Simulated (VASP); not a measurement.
# BaHf3O2 (P6/mmm) in VASP: a series of runs

BaHf3O2 is run at these levels: PBE; tasks: single point, relaxation of cell and atoms.

Program: VASP 6.6.1. These are calculated values, not measurements. Logs are shortened: lines on timing, memory, paths and dates and some standing lists are left out, and cuts for length are marked.

## Step 1: The cell of the first run

Symmetry: P6/mmm, No. 191, hexagonal system. Conventional cell: a = 6.006 Å, b = 6.006 Å, c = 3.465 Å, α = 90.00°, β = 90.00°, γ = 120.00°. Within 4.6 Å of Ba (site symmetry 6/mmm) lie 2 Ba at 3.46 Å and 12 Hf at 3.47 Å and 6 O at 3.47 Å. Hf (site symmetry mmm) has 4 O at 2.45 Å and 4 Hf at 3.00 Å within 3.2 Å. Within 3.2 Å of O (site symmetry -6m2) lie 6 Hf at 2.45 Å.

## Step 2: Single point, PBE

INCAR reads:

```
ALGO = Normal
EDIFF = 1E-7
ENCUT = 520
GGA = PE
ISIF = 2
ISMEAR = 0
LASPH = T
LCHARG = F
LREAL = F
LWAVE = F
NBANDS = 35
NELM = 80
PREC = Accurate
SIGMA = 0.1
```

KPOINTS reads:

```
k-points
0
Gamma
  3 3 6
```

POSCAR reads:

```
BaHf3O2
1.0
    6.0056427900      0.0000000000      0.0000000000
   -3.0028214000      5.2010392300      0.0000000000
    0.0000000000      0.0000000000      3.4647543300
Ba Hf O
1 3 2
Direct
    0.0000000000      0.0000000000      0.5000000000
    0.0000000000      0.5000000000      0.0000000000
    0.5000000000      0.0000000000      0.0000000000
    0.5000000000      0.5000000000      0.0000000000
    0.3333333300      0.6666666700      0.5000000000
    0.6666666700      0.3333333300      0.5000000000
```

Potentials or basis: VASP PAW PBE potentials, release 64 (Ba_sv, Hf_pv, O).

Run with:

```
$ cat potpaw_PBE.64/Ba_sv/POTCAR potpaw_PBE.64/Hf_pv/POTCAR potpaw_PBE.64/O/POTCAR > POTCAR
$ mpirun -np 1 vasp_std > vasp.out
```

OUTCAR:

```text
EDIFF = 1E-7
   ENCUT = 520
   GGA = PE
   ISIF = 2
   ISMEAR = 0
   LASPH = T
   LREAL = F
   NELM = 80
   PREC = Accurate

 ion  position               nearest neighbor table
   1  0.000  0.000  0.500-   3 3.47   3 3.47   3 3.47   3 3.47   4 3.47   4 3.47   4 3.47   4 3.47
                             2 3.47   2 3.47   2 3.47   2 3.47
   2  0.000  0.500  0.000-   5 2.45   6 2.45   5 2.45   6 2.45   4 3.00   4 3.00   3 3.00   3 3.00
                             1 3.47   1 3.47   1 3.47   1 3.47
   3  0.500  0.000  0.000-   5 2.45   6 2.45   5 2.45   6 2.45   2 3.00   2 3.00   4 3.00   4 3.00
                             1 3.47   1 3.47   1 3.47   1 3.47
   4  0.500  0.500  0.000-   5 2.45   6 2.45   5 2.45   6 2.45   2 3.00   2 3.00   3 3.00   3 3.00
                             1 3.47   1 3.47   1 3.47   1 3.47
   5  0.333  0.667  0.500-   2 2.45   2 2.45   3 2.45   3 2.45   4 2.45   4 2.45
   6  0.667  0.333  0.500-   2 2.45   2 2.45   3 2.45   3 2.45   4 2.45   4 2.45

  LATTYP: Found a hexagonal cell.
 ALAT       =     6.0056427900
 C/A-ratio  =     0.5769164852

  Lattice vectors:

 A1 = (   6.0056427900,   0.0000000000,   0.0000000000)
 A2 = (  -3.0028214000,   5.2010392300,   0.0000000000)
 A3 = (   0.0000000000,   0.0000000000,   3.4647543300)

Analysis of symmetry for initial positions (statically):
=====================================================================
 Subroutine PRICEL returns:
 Original cell was already a primitive cell.

 Routine SETGRP: Setting up the symmetry group for a
 hexagonal supercell.

 Subroutine GETGRP returns: Found 24 space group operations
 (whereof 24 operations were pure point group operations)
 out of a pool of 24 trial point group operations.

The static configuration has the point symmetry D_6h.

Analysis of symmetry for dynamics (positions and initial velocities):
=====================================================================
 Subroutine PRICEL returns:
 Original cell was already a primitive cell.

 Routine SETGRP: Setting up the symmetry group for a
 hexagonal supercell.

 Subroutine GETGRP returns: Found 24 space group operations
 (whereof 24 operations were pure point group operations)
 out of a pool of 24 trial point group operations.

The dynamic configuration has the point symmetry D_6h.

 Subroutine INISYM returns: Found 24 space group operations
 (whereof 24 operations are pure point group operations),
 and found     1 'primitive' translations

----------------------------------------------------------------------------------------

                                     Primitive cell

  volume of cell :     108.2236

  direct lattice vectors                    reciprocal lattice vectors
     6.005642790  0.000000000  0.000000000     0.166510070  0.096134634  0.000000000
    -3.002821400  5.201039230  0.000000000     0.000000000  0.192269267  0.000000000
     0.000000000  0.000000000  3.464754330     0.000000000  0.000000000  0.288620752

  length of vectors
     6.005642790  6.005642799  3.464754330     0.192269267  0.192269267  0.288620752

  position of ions in fractional coordinates (direct lattice)
     0.000000000  0.000000000  0.500000000
     0.000000000  0.500000000  0.000000000
     0.500000000  0.000000000  0.000000000
     0.500000000  0.500000000  0.000000000
     0.333333330  0.666666670  0.500000000
     0.666666670  0.333333330  0.500000000

  ion indices of the primitive-cell ions
   primitive index   ion index
                 1           1
                 2           2
                 3           3
                 4           4
                 5           5
                 6           6

----------------------------------------------------------------------------------------

 KPOINTS: k-points

Automatic generation of k-mesh.
 Grid dimensions read from file:
 generate k-points for:    3    3    6

 Generating k-lattice:

  Cartesian coordinates                     Fractional coordinates (reciprocal lattice)
     0.055503357  0.032044878  0.000000000     0.333333333 -0.000000000  0.000000000
     0.000000000  0.064089756  0.000000000     0.000000000  0.333333333  0.000000000
     0.000000000  0.000000000  0.048103459     0.000000000  0.000000000  0.166666667

  Length of vectors
     0.064089756  0.064089756  0.048103459

  Shift w.r.t. Gamma in fractional coordinates (k-lattice)
     0.000000000  0.000000000  0.000000000

 Subroutine IBZKPT returns following result:
 ===========================================

 Found     12 irreducible k-points:

 Following reciprocal coordinates:
            Coordinates               Weight
  0.000000  0.000000  0.000000      1.000000
  0.333333  0.000000  0.000000      6.000000
  0.333333  0.333333  0.000000      2.000000
  0.000000  0.000000  0.166667      2.000000
  0.333333  0.000000  0.166667     12.000000
  0.333333  0.333333  0.166667      4.000000
  0.000000  0.000000  0.333333      2.000000
  0.333333  0.000000  0.333333     12.000000
  0.333333  0.333333  0.333333      4.000000
  0.000000  0.000000  0.500000      1.000000
  0.333333  0.000000  0.500000      6.000000
  0.333333  0.333333  0.500000      2.000000
   k-points           NKPTS =     12   k-points in BZ     NKDIM =     12   number of bands    NBANDS=     35
   number of dos      NEDOS =    301   number of ions     NIONS =      6
   total plane-waves  NPLWV =  64512
   dimension x,y,z NGX =    48 NGY =   48 NGZ =   28
   dimension x,y,z NGXF=    96 NGYF=   96 NGZF=   56
   ions per type =               1   3   2
   NGX,Y,Z   is equivalent  to a cutoff of  13.29, 13.29, 13.43 a.u.
   NGXF,Y,Z  is equivalent  to a cutoff of  26.57, 26.57, 26.87 a.u.
 SYSTEM =  unknown system
   PREC   = accura    normal or accurate (medium, high low for compatibility)
   ISTART =      0    job   : 0-new  1-cont  2-samecut
   ICHARG =      2    charge: 1-file 2-atom 10-const
   ISPIN  =      1    spin polarized calculation?
   LNONCOLLINEAR =      F non collinear calculations
   LSORBIT =      F    spin-orbit coupling
   LASPH  =      T    aspherical Exc in radial PAW
   ENCUT  =  520.0 eV  38.22 Ry    6.18 a.u.  11.17 11.17  6.44*2*pi/ulx,y,z
   NELM   =     80;   NELMIN=  2; NELMDL= -5     # of ELM steps
   EDIFF  = 0.1E-06   stopping-criterion for ELM
   LREAL  =      F    real-space projection
   EDIFFG = 0.1E-05   stopping-criterion for IOM
   NSW    =      0    number of steps for IOM
   IBRION =     -1    ionic relax: 0-MD 1-quasi-New 2-CG
   NFREE  =      0    steps in history (QN), initial steepest desc. (CG)
   ISIF   =      2    stress and relaxation
   ISYM   =      2    0-nonsym 1-usesym 2-fastsym
   POTIM  = 0.5000    time-step for ionic-motion
   TEBEG  =    0.0;   TEEND  =   0.0 temperature during run
   PSTRESS=    0.0 pullay stress
   NELECT =      52.0000    total number of electrons
   NUPDOWN=      -1.0000    fix difference up-down
   EMIN   =  10.00;   EMAX   =-10.00  energy-range for DOS
   EFERMI =   0.00;   METHOD = LEGACY
   ISMEAR =     0;   SIGMA  =   0.10  broadening in eV -4-tet -1-fermi 0-gaus
   EFERMI_NEDOS =   21; number of points for ismear=-14 and -15
   IALGO  =     38    algorithm
   IMIX   =      4    mixing-type and parameters
     AMIX     =   0.40;   BMIX     =  1.00
     AMIX_MAG =   1.60;   BMIX_MAG =  1.00
  volume/ion in A,a.u.               =      18.04       121.72
  Fermi-wavevector in a.u.,A,eV,Ry     =   1.282238  2.423078 22.369799  1.644134
  Thomas-Fermi vector in A             =   2.414561
   LORBIT       =      0    0 simple, 1 ext, 2 COOP (PROOUT), +10 PAW based schemes
   GGA     = PE    functional components
   LHFCALC =     F    Hartree Fock is set to
   AEXX    =    0.0000 exact exchange contribution
   IVDW    =     0    specifies the selected vdW correction
   LEPSILON=     F    determine dielectric tensor
   LRPA    =     F    only Hartree local field effects (RPA)
 non-spin polarized calculation
 Gauss-broadening in eV      SIGMA  =   0.10
  energy-cutoff  :      520.00
  volume of cell :      108.22
 maximum number of plane-waves:      2965
 NGX is ok and might be reduce to    48
   NGX = 23   NGY = 23   NGZ = 13

 number of electron      51.9999995 magnetization

 Free energy of the ion-electron system (eV)
  ---------------------------------------------------
  ext. energy  EPLUGINS =         0.00000000
  ---------------------------------------------------
  free energy    TOTEN  =       -45.86509270 eV

  energy without entropy =      -45.83231669  energy(sigma->0) =      -45.84870470

 E-fermi :   5.7834     XC(G=0): -11.1798

 val. band max:        5.7754721014   @ k =   0.3333   0.0000   0.3333
 cond. band min:       5.7963002944   @ k =   0.3333   0.3333   0.0000
 fundamental gap:      0.0208281929
 Fermi energy:         5.7833658428

 k-point     1 :       0.0000    0.0000    0.0000
  band No.  band energies     occupation
      1     -26.2023      2.00000
      2     -25.7033      2.00000
      3     -25.7033      2.00000
      4     -25.6997      2.00000
      5     -25.5765      2.00000
      6     -25.5765      2.00000
[... 27 lines left out ...]
     34       9.3835      0.00000
     35       9.3839      0.00000

 k-point     2 :       0.3333    0.0000    0.0000
  band No.  band energies     occupation
      1     -26.0374      2.00000
      2     -25.6823      2.00000
      3     -25.6739      2.00000
      4     -25.6029      2.00000
      5     -25.5811      2.00000
      6     -25.5766      2.00000
[... 27 lines left out ...]
     34       8.0542      0.00000
     35       8.4750      0.00000

 k-point     3 :       0.3333    0.3333    0.0000
  band No.  band energies     occupation
      1     -25.8061      2.00000
      2     -25.8061      2.00000
      3     -25.6385      2.00000
      4     -25.6385      2.00000
      5     -25.5812      2.00000
      6     -25.5767      2.00000
[... 27 lines left out ...]
     34       7.5946      0.00000
     35       8.1660      0.00000

 k-point     4 :       0.0000    0.0000    0.1667
  band No.  band energies     occupation
      1     -26.1820      2.00000
      2     -25.7679      2.00000
      3     -25.6965      2.00000
      4     -25.6965      2.00000
      5     -25.6228      2.00000
      6     -25.6228      2.00000
[... 27 lines left out ...]
     34       9.2736      0.00000
     35       9.2873      0.00000

 k-point     5 :       0.3333    0.0000    0.1667
  band No.  band energies     occupation
      1     -26.0202      2.00000
      2     -25.7384      2.00000
      3     -25.6738      2.00000
      4     -25.6521      2.00000
      5     -25.6231      2.00000
      6     -25.5749      2.00000
[... 27 lines left out ...]
     34       7.8236      0.00000
     35       8.8116      0.00000

 k-point     6 :       0.3333    0.3333    0.1667
  band No.  band energies     occupation
      1     -25.7952      2.00000
      2     -25.7952      2.00000
      3     -25.6928      2.00000
      4     -25.6928      2.00000
      5     -25.6241      2.00000
      6     -25.5720      2.00000
[... 27 lines left out ...]
     34       7.9222      0.00000
     35       7.9222      0.00000

 k-point     7 :       0.0000    0.0000    0.3333
  band No.  band energies     occupation
      1     -26.1409      2.00000
      2     -25.9003      2.00000
      3     -25.7141      2.00000
      4     -25.7141      2.00000
      5     -25.6829      2.00000
      6     -25.6829      2.00000
[... 27 lines left out ...]
     34       8.0573      0.00000
     35       9.3527      0.00000

 k-point     8 :       0.3333    0.0000    0.3333
  band No.  band energies     occupation
      1     -25.9850      2.00000
      2     -25.8610      2.00000
      3     -25.7535      2.00000
      4     -25.7143      2.00000
      5     -25.6545      2.00000
      6     -25.5629      2.00000
[... 27 lines left out ...]
     34       8.6401      0.00000
     35       9.2157      0.00000

 k-point     9 :       0.3333    0.3333    0.3333
  band No.  band energies     occupation
      1     -25.8122      2.00000
      2     -25.8122      2.00000
      3     -25.7600      2.00000
      4     -25.7600      2.00000
      5     -25.7155      2.00000
      6     -25.5556      2.00000
[... 27 lines left out ...]
     34       7.9701      0.00000
     35       8.8576      0.00000

 k-point    10 :       0.0000    0.0000    0.5000
  band No.  band energies     occupation
      1     -26.1200      2.00000
      2     -25.9647      2.00000
      3     -25.7591      2.00000
      4     -25.7591      2.00000
      5     -25.6761      2.00000
      6     -25.6761      2.00000
[... 27 lines left out ...]
     34       8.6899      0.00000
     35       8.9284      0.00000

 k-point    11 :       0.3333    0.0000    0.5000
  band No.  band energies     occupation
      1     -25.9664      2.00000
      2     -25.9206      2.00000
      3     -25.8031      2.00000
      4     -25.7593      2.00000
      5     -25.6459      2.00000
      6     -25.5568      2.00000
[... 27 lines left out ...]
     34       9.1353      0.00000
     35       9.6810      0.00000

 k-point    12 :       0.3333    0.3333    0.5000
  band No.  band energies     occupation
      1     -25.8613      2.00000
      2     -25.8613      2.00000
      3     -25.7606      2.00000
      4     -25.7519      2.00000
      5     -25.7519      2.00000
      6     -25.5474      2.00000
[... 27 lines left out ...]
     34       8.2579      0.00000
     35      10.0105      0.00000

------------------------ aborting loop because EDIFF is reached ----------------------------------------

  FORCE on cell =-STRESS in cart. coord.  units (eV):
  Direction    XX          YY          ZZ          XY          YZ          ZX
  --------------------------------------------------------------------------------------
  -------------------------------------------------------------------------------------
  Total        2.9798692      2.9798692     -8.4951403     -0.0000000      0.0000000      0.0000000
  in kB       44.1149414     44.1149415   -125.7647885     -0.0000000      0.0000000      0.0000000
  external PRESSURE =     -12.5116352 kB  Pullay stress =       0.0000000 kB

 VOLUME and BASIS-vectors are now :
 -----------------------------------------------------------------------------
  energy-cutoff  :      520.00
  volume of cell :      108.22
      direct lattice vectors                 reciprocal lattice vectors
     6.005642790  0.000000000  0.000000000     0.166510070  0.096134634  0.000000000
    -3.002821400  5.201039230  0.000000000     0.000000000  0.192269267  0.000000000
     0.000000000  0.000000000  3.464754330     0.000000000  0.000000000  0.288620752

 POSITION                                       TOTAL-FORCE (eV/Angst)
 -----------------------------------------------------------------------------------
      0.00000      0.00000      1.73238         0.000000      0.000000     -0.000000
     -1.50141      2.60052      0.00000         0.000000      0.000000     -0.000000
      3.00282      0.00000      0.00000         0.000000      0.000000     -0.000000
      1.50141      2.60052      0.00000         0.000000      0.000000     -0.000000
     -0.00000      3.46736      1.73238        -0.000000      0.000000      0.000000
      3.00282      1.73368      1.73238         0.000000     -0.000000     -0.000000
 -----------------------------------------------------------------------------------
    total drift:                               -0.000000      0.000000      0.000000

  FREE ENERGIE OF THE ION-ELECTRON SYSTEM (eV)
  ---------------------------------------------------
  free  energy   TOTEN  =       -45.8650927047 eV

  energy  without entropy=      -45.8323166940  energy(sigma->0) =      -45.84870470
```

Run time: 25 s. Hardware: 1 thread of Intel Xeon 6975P-C (Granite Rapids), shared host; peak memory 0.26 GiB.

What came out:

```yaml
Free_energy: -45.8651 eV
Pressure: -1.3 GPa
Band_gap_on_the_k_mesh: zero (band 26 reaches 6.07 eV, above the bottom of band 27 at 5.56 eV)
```

Stress tensor (GPa, compression positive):
```
  4.41   0.00   0.00
  0.00   4.41   0.00
  0.00   0.00 -12.58
```

Caveat: the k points lie up to 0.40 Å⁻¹ apart; spin-orbit coupling is left out, which moves the levels of the heavy elements.

(Continued in part 2 of 2.)
